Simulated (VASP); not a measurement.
# TiAl (Pm-3m) in VASP: notebook

The runs below take TiAl through single point, with BLYP+D3(BJ), BLYP+D4.

Program: VASP 6.6.1. These are calculated values, not measurements. Logs are shortened: lines on timing, memory, paths and dates and some standing lists are left out, and cuts for length are marked.

### Step 1. The cell of the first run

It takes space group Pm-3m (No. 221, cubic). The conventional cell has a = 3.100 Å, b = 3.100 Å, c = 3.100 Å, α = 90.00°, β = 90.00°, γ = 90.00°. Within 3.5 Å of Ti (site symmetry m-3m) lie 8 Al at 2.68 Å and 6 Ti at 3.10 Å. Al (site symmetry m-3m) has 8 Ti at 2.68 Å and 6 Al at 3.10 Å within 3.5 Å.

### Step 2. Single point, BLYP+D3(BJ)

INCAR reads:

```
AGGAC    = 1.0          
AGGAX    = 1.0          
ALDAC    = 0.0          
ALDAX    = 1.0          
ALGO     = Normal         # electronic algorithm
EDIFF    = 1E-6           # SCF threshold, eV
ENCUT    = 520            # plane-wave cutoff, eV
GGA      = B5             # functional
ISIF     = 2              # what is computed and relaxed
ISMEAR   = -1             # smearing method
IVDW     = 12             # dispersion correction
LASPH    = T              # aspherical terms in the spheres
LCHARG   = F              # write CHGCAR
LREAL    = F              # projectors in reciprocal space
LWAVE    = F              # write WAVECAR
NBANDS   = 14             # bands
NELM     = 60             # most SCF steps
PREC     = Accurate       # precision mode
SIGMA    = 0.05           # smearing width, eV
VDW_A1   = 0.4298       
VDW_A2   = 4.2359       
VDW_S6   = 1.0          
VDW_S8   = 2.6996
```

KPOINTS reads:

```
k-points
0
Gamma
  8 8 8
```

POSCAR reads:

```
TiAl
1.0
    3.1000195224      0.0000000000      0.0000000000
    0.0000000000      3.1000195224      0.0000000000
    0.0000000000      0.0000000000      3.1000195224
Ti Al
1 1
Direct
    0.0000000000      0.0000000000      0.0000000000
    0.5000000000      0.5000000000      0.5000000000
```

Potentials or basis: VASP PAW PBE potentials, release 64 (Ti_sv, Al).

Started as:

```sh
> cat potpaw_PBE.64/Ti_sv/POTCAR potpaw_PBE.64/Al/POTCAR > POTCAR
> mpirun -np 1 vasp_std > vasp.out
```

OUTCAR:

```text
EDIFF = 1E-6
   ENCUT = 520
   GGA = B5
   ISIF = 2
   ISMEAR = -1
   IVDW = 12
   LASPH = T
   LREAL = F
   NELM = 60
   PREC = Accurate
 IVDW          = 12

 ion  position               nearest neighbor table
   1  0.000  0.000  0.000-   2 2.68   2 2.68   2 2.68   2 2.68   2 2.68   2 2.68   2 2.68   2 2.68

   2  0.500  0.500  0.500-   1 2.68   1 2.68   1 2.68   1 2.68   1 2.68   1 2.68   1 2.68   1 2.68

  LATTYP: Found a simple cubic cell.
 ALAT       =     3.1000195224

  Lattice vectors:

 A1 = (   3.1000195224,   0.0000000000,   0.0000000000)
 A2 = (   0.0000000000,   3.1000195224,   0.0000000000)
 A3 = (   0.0000000000,   0.0000000000,   3.1000195224)

Analysis of symmetry for initial positions (statically):
=====================================================================
 Subroutine PRICEL returns:
 Original cell was already a primitive cell.

 Routine SETGRP: Setting up the symmetry group for a
 simple cubic supercell.

 Subroutine GETGRP returns: Found 48 space group operations
 (whereof 48 operations were pure point group operations)
 out of a pool of 48 trial point group operations.

The static configuration has the point symmetry O_h .

Analysis of symmetry for dynamics (positions and initial velocities):
=====================================================================
 Subroutine PRICEL returns:
 Original cell was already a primitive cell.

 Routine SETGRP: Setting up the symmetry group for a
 simple cubic supercell.

 Subroutine GETGRP returns: Found 48 space group operations
 (whereof 48 operations were pure point group operations)
 out of a pool of 48 trial point group operations.

The dynamic configuration has the point symmetry O_h .

 Subroutine INISYM returns: Found 48 space group operations
 (whereof 48 operations are pure point group operations),
 and found     1 'primitive' translations

----------------------------------------------------------------------------------------

                                     Primitive cell

  volume of cell :      29.7916

  direct lattice vectors                    reciprocal lattice vectors
     3.100019522  0.000000000  0.000000000     0.322578614  0.000000000  0.000000000
     0.000000000  3.100019522  0.000000000     0.000000000  0.322578614  0.000000000
     0.000000000  0.000000000  3.100019522     0.000000000  0.000000000  0.322578614

  length of vectors
     3.100019522  3.100019522  3.100019522     0.322578614  0.322578614  0.322578614

  position of ions in fractional coordinates (direct lattice)
     0.000000000  0.000000000  0.000000000
     0.500000000  0.500000000  0.500000000

  ion indices of the primitive-cell ions
   primitive index   ion index
                 1           1
                 2           2

----------------------------------------------------------------------------------------

 KPOINTS: k-points

Automatic generation of k-mesh.
 Grid dimensions read from file:
 generate k-points for:    8    8    8

 Generating k-lattice:

  Cartesian coordinates                     Fractional coordinates (reciprocal lattice)
     0.040322327  0.000000000  0.000000000     0.125000000  0.000000000  0.000000000
     0.000000000  0.040322327  0.000000000     0.000000000  0.125000000  0.000000000
     0.000000000  0.000000000  0.040322327     0.000000000  0.000000000  0.125000000

  Length of vectors
     0.040322327  0.040322327  0.040322327

  Shift w.r.t. Gamma in fractional coordinates (k-lattice)
     0.000000000  0.000000000  0.000000000

 Subroutine IBZKPT returns following result:
 ===========================================

 Found     35 irreducible k-points:

 Following reciprocal coordinates:
            Coordinates               Weight
  0.000000  0.000000  0.000000      1.000000
  0.125000  0.000000  0.000000      6.000000
  0.250000  0.000000  0.000000      6.000000
  0.375000  0.000000  0.000000      6.000000
  0.500000  0.000000  0.000000      3.000000
  0.125000  0.125000  0.000000     12.000000
[... 16 lines left out ...]
  0.375000  0.375000  0.125000     24.000000
  0.500000  0.375000  0.125000     24.000000
 [... further k-points ...]
   k-points           NKPTS =     35   k-points in BZ     NKDIM =     35   number of bands    NBANDS=     14
   number of dos      NEDOS =    301   number of ions     NIONS =      2
   total plane-waves  NPLWV =  13824
   dimension x,y,z NGX =    24 NGY =   24 NGZ =   24
   dimension x,y,z NGXF=    48 NGYF=   48 NGZF=   48
   ions per type =               1   1
   NGX,Y,Z   is equivalent  to a cutoff of  12.87, 12.87, 12.87 a.u.
   NGXF,Y,Z  is equivalent  to a cutoff of  25.74, 25.74, 25.74 a.u.
 SYSTEM =  unknown system
   PREC   = accura    normal or accurate (medium, high low for compatibility)
   ISTART =      0    job   : 0-new  1-cont  2-samecut
   ICHARG =      2    charge: 1-file 2-atom 10-const
   ISPIN  =      1    spin polarized calculation?
   LNONCOLLINEAR =      F non collinear calculations
   LSORBIT =      F    spin-orbit coupling
   LASPH  =      T    aspherical Exc in radial PAW
   ENCUT  =  520.0 eV  38.22 Ry    6.18 a.u.   5.76  5.76  5.76*2*pi/ulx,y,z
   NELM   =     60;   NELMIN=  2; NELMDL= -5     # of ELM steps
   EDIFF  = 0.1E-05   stopping-criterion for ELM
   LREAL  =      F    real-space projection
   EDIFFG = 0.1E-04   stopping-criterion for IOM
   NSW    =      0    number of steps for IOM
   IBRION =     -1    ionic relax: 0-MD 1-quasi-New 2-CG
   NFREE  =      0    steps in history (QN), initial steepest desc. (CG)
   ISIF   =      2    stress and relaxation
   ISYM   =      2    0-nonsym 1-usesym 2-fastsym
   POTIM  = 0.5000    time-step for ionic-motion
   TEBEG  =    0.0;   TEEND  =   0.0 temperature during run
   PSTRESS=    0.0 pullay stress
   NELECT =      15.0000    total number of electrons
   NUPDOWN=      -1.0000    fix difference up-down
   EMIN   =  10.00;   EMAX   =-10.00  energy-range for DOS
   EFERMI =   0.00;   METHOD = LEGACY
   ISMEAR =    -1;   SIGMA  =   0.05  broadening in eV -4-tet -1-fermi 0-gaus
   EFERMI_NEDOS =   21; number of points for ismear=-14 and -15
   IALGO  =     38    algorithm
   IMIX   =      4    mixing-type and parameters
     AMIX     =   0.40;   BMIX     =  1.00
     AMIX_MAG =   1.60;   BMIX_MAG =  1.00
  volume/ion in A,a.u.               =      14.90       100.52
  Fermi-wavevector in a.u.,A,eV,Ry     =   1.302389  2.461159 23.078446  1.696218
  Thomas-Fermi vector in A             =   2.433461
   LORBIT       =      0    0 simple, 1 ext, 2 COOP (PROOUT), +10 PAW based schemes
   GGA     = B5    functional components
   LHFCALC =     F    Hartree Fock is set to
   AEXX    =    0.0000 exact exchange contribution
   IVDW    =    12    specifies the selected vdW correction
   LEPSILON=     F    determine dielectric tensor
   LRPA    =     F    only Hartree local field effects (RPA)
 non-spin polarized calculation
  energy-cutoff  :      520.00
  volume of cell :       29.79
 maximum number of plane-waves:       840
 NGX is ok and might be reduce to    24
   NGX = 11   NGY = 11   NGZ = 11

 number of electron      15.0000004 magnetization

 Free energy of the ion-electron system (eV)
  ---------------------------------------------------
  ext. energy  EPLUGINS =         0.00000000
  ---------------------------------------------------
  free energy    TOTEN  =        -9.83820151 eV

  energy without entropy =       -9.81897228  energy(sigma->0) =       -9.82858690

 E-fermi :  10.0605     XC(G=0): -10.8905

 val. band max:        9.9929250329   @ k =   0.3750   0.1250   0.1250
 cond. band min:      10.1185769585   @ k =   0.5000   0.3750   0.2500
 fundamental gap:      0.1256519256
 Fermi energy:        10.0605461142

 k-point     1 :       0.0000    0.0000    0.0000
  band No.  band energies     occupation
      1     -46.4722      2.00000
      2     -22.8313      2.00000
      3     -22.8313      2.00000
      4     -22.8313      2.00000
      5       0.5391      2.00000
      6       8.4316      2.00000
      7       8.4316      2.00000
      8      11.9874      0.00000
      9      11.9874      0.00000
     10      11.9874      0.00000
     11      14.8953      0.00000
     12      14.8953      0.00000
     13      14.8953      0.00000
     14      19.2872      0.00000

 k-point     2 :       0.1250    0.0000    0.0000
  band No.  band energies     occupation
      1     -46.4690      2.00000
      2     -22.8649      2.00000
      3     -22.8283      2.00000
      4     -22.8283      2.00000
      5       0.8025      2.00000
      6       8.3100      2.00000
      7       8.5500      2.00000
      8      11.5835      0.00000
      9      11.5835      0.00000
     10      12.0195      0.00000
     11      13.9813      0.00000
     12      15.4865      0.00000
     13      15.4865      0.00000
     14      18.9151      0.00000

 k-point     3 :       0.2500    0.0000    0.0000
  band No.  band energies     occupation
      1     -46.4615      2.00000
      2     -22.9454      2.00000
      3     -22.8213      2.00000
      4     -22.8213      2.00000
      5       1.5674      2.00000
      6       7.6024      2.00000
      7       8.8625      2.00000
      8      10.8991      0.00000
      9      10.8991      0.00000
     10      12.0983      0.00000
     11      13.0702      0.00000
     12      16.7584      0.00000
     13      16.7584      0.00000
     14      18.0139      0.00000
[... 324 lines left out ...]
 k-point    23 :       0.3750    0.3750    0.1250
  band No.  band energies     occupation
      1     -46.4334      2.00000
      2     -22.9955      2.00000
      3     -22.9919      2.00000
      4     -22.8277      2.00000
      5       4.4041      2.00000
      6       7.3376      2.00000
      7       7.9263      2.00000
      8       9.7269      1.99747
      9      10.8415      0.00000
     10      11.0496      0.00000
     11      13.2516      0.00000
     12      15.0050      0.00000
     13      16.4985      0.00000
     14      17.7546      0.00000

 k-point    24 :       0.5000    0.3750    0.1250
  band No.  band energies     occupation
      1     -46.4304      2.00000
      2     -23.0245      2.00000
      3     -22.9891      2.00000
      4     -22.8246      2.00000
      5       4.8327      2.00000
      6       7.0482      2.00000
      7       8.0690      2.00000
      8       9.4674      1.99999
      9      11.0458      0.00000
     10      11.0506      0.00000
     11      13.0921      0.00000
     12      15.1897      0.00000
     13      15.6745      0.00000
     14      17.9515      0.00000

 [... further k-points ...]

------------------------ aborting loop because EDIFF is reached ----------------------------------------

 Edisp (eV)   -2.46215

 E8    (eV) :    -1.8602

  FORCE on cell =-STRESS in cart. coord.  units (eV):
  Direction    XX          YY          ZZ          XY          YZ          ZX
  --------------------------------------------------------------------------------------
  -------------------------------------------------------------------------------------
  Total       0.02454     0.02454     0.02454    -0.00000    -0.00000     0.00000
  in kB       1.31975     1.31975     1.31975    -0.00000    -0.00000     0.00000
  external pressure =        1.32 kB  Pullay stress =        0.00 kB

 VOLUME and BASIS-vectors are now :
 -----------------------------------------------------------------------------
  energy-cutoff  :      520.00
  volume of cell :       29.79
      direct lattice vectors                 reciprocal lattice vectors
     3.100019522  0.000000000  0.000000000     0.322578614  0.000000000  0.000000000
     0.000000000  3.100019522  0.000000000     0.000000000  0.322578614  0.000000000
     0.000000000  0.000000000  3.100019522     0.000000000  0.000000000  0.322578614

 POSITION                                       TOTAL-FORCE (eV/Angst)
 -----------------------------------------------------------------------------------
      0.00000      0.00000      0.00000         0.000000      0.000000      0.000000
      1.55001      1.55001      1.55001         0.000000      0.000000      0.000000
 -----------------------------------------------------------------------------------
    total drift:                                0.000000      0.000000      0.000000

  FREE ENERGIE OF THE ION-ELECTRON SYSTEM (eV)
  ---------------------------------------------------
  free  energy   TOTEN  =       -12.3003542543 eV

  energy  without entropy=      -12.2811250264  energy(sigma->0) =      -12.29073964
```

Wall time 8.4 s (1 thread of Intel Xeon 6975P-C (Granite Rapids), shared host); peak memory 0.15 GiB.

What came out:

```
Free energy                : -12.3004 eV
Pressure                   : 0.1 GPa
Dispersion energy per atom : -1.231 eV
```

Caveat: the PAW data sets were made with another functional, which shifts forces and pressure a little; pairwise dispersion overbinds metals, which lowers pressure and volume.

### Step 3. Single point, BLYP+D4

This run uses another cell than the first one, of 15.80 Å³/atom, 1.060 times its volume.

INCAR reads:

```
SYSTEM = TiAl
  AGGAC = 1.0
  AGGAX = 1.0
  ALDAC = 0.0
  ALDAX = 1.0
  ALGO = Fast
  EDIFF = 1E-6
  ENCUT = 520
  GGA = B5
  ISIF = 2
  ISMEAR = -1
  IVDW = 13
  LASPH = .TRUE.
  LCHARG = .FALSE.
  LREAL = .FALSE.
  LWAVE = .FALSE.
  NBANDS = 14
  NELM = 80
  PREC = Accurate
  SIGMA = 0.05
  VDW_A1 = 0.44488865
  VDW_A2 = 4.0933009
  VDW_S6 = 1.0
  VDW_S8 = 2.34076671
```

KPOINTS reads:

```
k-points
0
G
  8 8 8
  0 0 0
```

POSCAR reads:

```
TiAl
1.0
    3.1612899653      0.0000000000      0.0000000000
    0.0000000000      3.1612899653      0.0000000000
    0.0000000000      0.0000000000      3.1612899653
Ti Al
1 1
Direct
    0.0000000000      0.0000000000      0.0000000000
    0.5000000000      0.5000000000      0.5000000000
```

Potentials or basis: VASP PAW PBE potentials, release 64 (Ti_sv, Al).

Started as:

```sh
> cat potpaw_PBE.64/Ti_sv/POTCAR potpaw_PBE.64/Al/POTCAR > POTCAR
> mpirun -np 1 vasp_std > vasp.out
```

It took 16 s on 1 thread of Intel Xeon 6975P-C (Granite Rapids), shared host; peak memory 0.14 GiB.

It converged, with:

```yaml
Free_energy: -11.0520 eV
Pressure: 0.1 GPa
Dispersion_energy_per_atom: -0.551 eV
```

Levels at points of the mesh, in eV from the Fermi level:
| k point | band 5 | band 6 | band 7 | band 8 | band 9 | band 10 |
| --- | --- | --- | --- | --- | --- | --- |
| (0.00, 0.00, 0.00) | -9.27 | -1.48 | -1.48 | 1.79 | 1.79 | 1.79 |
| (0.50, 0.00, 0.00) | -6.04 | -5.12 | -0.60 | 0.14 | 0.14 | 2.00 |
| (0.50, 0.50, 0.00) | -5.07 | -2.01 | -2.01 | -1.43 | 0.70 | 0.70 |
| (0.50, 0.50, 0.50) | -3.11 | -3.11 | -3.11 | 0.55 | 2.74 | 2.74 |

Caveat: the PAW data sets were made with another functional, which shifts forces and pressure a little; pairwise dispersion overbinds metals, which lowers pressure and volume.
